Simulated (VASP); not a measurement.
## HF: single point with PBE+D3(BJ)

System: HF.

```
CELL_PARAMETERS angstrom
5.88676 0.00000 0.00000
0.00000 5.88676 0.00000
0.00000 0.00000 5.88676
ATOMIC_POSITIONS crystal
F 0.33741 0.43349 0.84392
F 0.86791 0.75011 0.63212
F 0.65101 0.30735 0.05478
F 0.70661 0.66530 0.26098
F 0.34456 0.14994 0.36915
F 0.26091 0.81877 0.74184
H 0.31507 0.59674 0.80185
H 0.81263 0.71103 0.48031
H 0.52570 0.36406 0.95096
H 0.70160 0.51492 0.18992
H 0.45822 0.15727 0.25518
H 0.10613 0.80874 0.67932
```

```json
{"Program": "VASP 6.6.1", "Task": "single point", "Functional": "PBE", "Dispersion": "D3(BJ)", "Potentials or basis": "VASP PAW PBE potentials, release 64 (F, H)", "Cutoff": "520 eV", "k mesh": "1 × 1 × 1", "Occupations": "fermi-dirac, width 0.02 eV", "Spin": "no spin polarisation"}
```

* Pressure: 0.2 GPa
* Largest force: 0.278 eV/Å
* Dispersion energy per atom: -0.018 eV

Forces on the atoms (eV/Å):
```
F    0.009 -0.171 -0.058
F    0.168  0.074  0.188
F    0.188 -0.038  0.202
F    0.062  0.204  0.126
F    0.083 -0.046 -0.105
F    0.061 -0.067  0.024
H   -0.025  0.236 -0.028
H   -0.120 -0.044 -0.242
H   -0.173  0.010 -0.081
H   -0.035 -0.208 -0.121
H   -0.052  0.047  0.087
H   -0.167  0.001  0.007
```

Stress tensor (GPa, compression positive):
```
 0.12 -0.18  0.50
-0.18  0.18 -0.12
 0.50 -0.12  0.38
```

Levels at points of the mesh, in eV from the Fermi level:
```tsv
k point	band 21	band 22	band 23	band 24	band 25	band 26	band 27	band 28
(0.00, 0.00, 0.00)	-1.66	-1.62	-0.59	-0.57	6.30	10.31	10.55	10.69
```

Run time: 21 s on 1 thread of Intel Xeon 8259CL, with other jobs on the host, peak memory 0.32 GiB.

Caveat: the k points lie up to 1.07 Å⁻¹ apart.
